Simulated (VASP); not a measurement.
Set up this calculation in VASP 6.6.1, as the native input.

| Property | Result |
| --- | --- |
| Task | single point |
| Functional | PBEsol |
| Dispersion | D3(BJ) |
| Potentials or basis | VASP PAW PBE potentials, release 64 (Ba_sv, S) |
| Cutoff | 520 eV |
| k mesh | 7 × 7 × 7 |
| Occupations | fermi-dirac, width 0.05 eV |
| Spin | no spin polarisation |
| Dipole correction | no |
| Further INCAR settings | ALGO = Normal; EDIFF = 1e-07; NBANDS = 15 |

The structure of BaS lies in POSCAR:

```
BaS
1.0
    0.0000000000      3.1289580233      3.1289580233
    3.1289580233      0.0000000000      3.1289580233
    3.1289580233      3.1289580233      0.0000000000
Ba S
1 1
Direct
    0.0000000000      0.0000000000      0.0000000000
    0.5000000000      0.5000000000      0.5000000000
```

The input as run:

INCAR

```
SYSTEM = BaS
ALGO = Normal
EDIFF = 1E-7
ENCUT = 520
GGA = PS
ISIF = 2
ISMEAR = -1
IVDW = 12
LASPH = .TRUE.
LCHARG = .TRUE.
LELF = .TRUE.
LREAL = .FALSE.
LVHAR = .TRUE.
LWAVE = .FALSE.
NBANDS = 15
NELM = 60
PREC = Accurate
SIGMA = 0.05
```

KPOINTS

```
k-points
0
G
  7 7 7
  0 0 0
```

Potentials or basis: VASP PAW PBE potentials, release 64 (Ba_sv, S).

Run with:

```bash
$ cat potpaw_PBE.64/Ba_sv/POTCAR potpaw_PBE.64/S/POTCAR > POTCAR
$ mpirun -np 1 vasp_std > vasp.out
```

Results of the run:

| Quantity | Value |
| --- | --- |
| Pressure | 0.8 GPa |
| Band gap on the k mesh | 1.92 eV (least direct gap 2.04 eV) |
| Dispersion energy per atom | -0.321 eV |

Caveat: the PAW data sets were made with another functional, which shifts forces and pressure a little; spin-orbit coupling is left out, which moves the levels of the heavy elements; an odd mesh through Γ misses points on the zone boundary, where band edges can lie.

Run time: 13 s on 1 thread of AMD EPYC 9R45 96-Core Processor (Zen 5) (shared host), peak memory 0.18 GiB.
